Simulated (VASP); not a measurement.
Write the native input for VASP 6.6.1 that does the following.

```
Task                   : single point
Functional             : PBEsol
Potentials or basis    : VASP PAW PBE potentials, release 64 (Al, Cu, Sb)
Cutoff                 : 520 eV
k mesh                 : 2 × 2 × 1
Occupations            : fermi-dirac, width 0.1 eV
Spin                   : no spin polarisation
Dipole correction      : no
Further INCAR settings : LREAL = Auto; ALGO = Normal; EDIFF = 1e-06; NBANDS = 88
```

The structure of Al16Cu8Sb lies in POSCAR:

```
Al16Cu8Sb
1.0
    5.9977960000      0.0000000000      0.0000000000
    0.0000000000      5.9977960000      0.0000000000
    0.0000000000      0.0000000000     20.3745810000
Al Cu Sb
16 8 1
Direct
    0.1586082621      0.3413920714      0.0490807639
    0.1524393294      0.6485549025      0.1683028476
    0.8387747766      0.3153825172      0.1612106772
    0.8413924048      0.6586085956      0.0490807639
    0.6483881746      0.8157329792      0.1642242361
    0.6586085956      0.1586082621      0.0490807639
    0.3413920714      0.8413924048      0.0490807639
    0.3388578071      0.1345160789      0.1732992693
    0.1458535769      0.3201676082      0.2887764907
    0.1834840665      0.6754147690      0.4314984441
    0.8232690808      0.3479778239      0.3928080779
    0.8527299028      0.6570580260      0.2824499802
    0.6456538368      0.9006141589      0.4398961628
    0.6714799903      0.1369002880      0.2860966810
    0.3086967279      0.8615331365      0.2858856337
    0.3641837768      0.1647438492      0.4069776944
   -0.0251092235     -0.0408983567      0.2323385202
    0.0000000000      0.0000000000      0.1078009899
    0.5000003335      0.5000003335      0.1078009899
    0.4694724529      0.4757414223      0.2316661138
    0.0289773110      0.0069192083      0.4732269095
    0.0008669851     -0.0130047771      0.3610577317
    0.5091370230      0.5782457423      0.3477568447
    0.5411154364      0.5132885480      0.4594744795
   -0.0663577087      0.4344595915      0.5213505986
```

The input as run:

INCAR

```
SYSTEM = Al16Cu8Sb
PREC = Accurate
ENCUT = 520
EDIFF = 1E-6
ISMEAR = -1
SIGMA = 0.1
LREAL = Auto
LASPH = .TRUE.
NELM = 60
ALGO = Normal
ISIF = 2
LWAVE = .FALSE.
LCHARG = .FALSE.
GGA = PS
NBANDS = 88
```

KPOINTS

```
Automatic mesh
0
G
  2 2 1
  0 0 0
```

Potentials or basis: VASP PAW PBE potentials, release 64 (Al, Cu, Sb).

Launch:

```sh
$ cat potpaw_PBE.64/Al/POTCAR potpaw_PBE.64/Cu/POTCAR potpaw_PBE.64/Sb/POTCAR > POTCAR
$ mpirun -np 1 vasp_std > vasp.out
```

Results of the run:

| Item | Value |
| --- | --- |
| Largest force | 2.209 eV/Å |
| Band gap on the k mesh | zero (an odd number of electrons rules out a gap without spin polarisation) |

Caveat: the k points lie up to 0.52 Å⁻¹ apart, too coarse for converged energies and pressures of a metal; the atoms stand as in a frame of molecular dynamics; there is no dipole correction, which matters where the two faces differ; the PAW data sets were made with another functional, which shifts forces and pressure a little; spin-orbit coupling is left out, which moves the levels of the heavy elements.

It took 10 min on 1 thread of Intel(R) Xeon(R) Platinum 8488C (Sapphire Rapids) (shared host), peak memory 0.81 GiB.
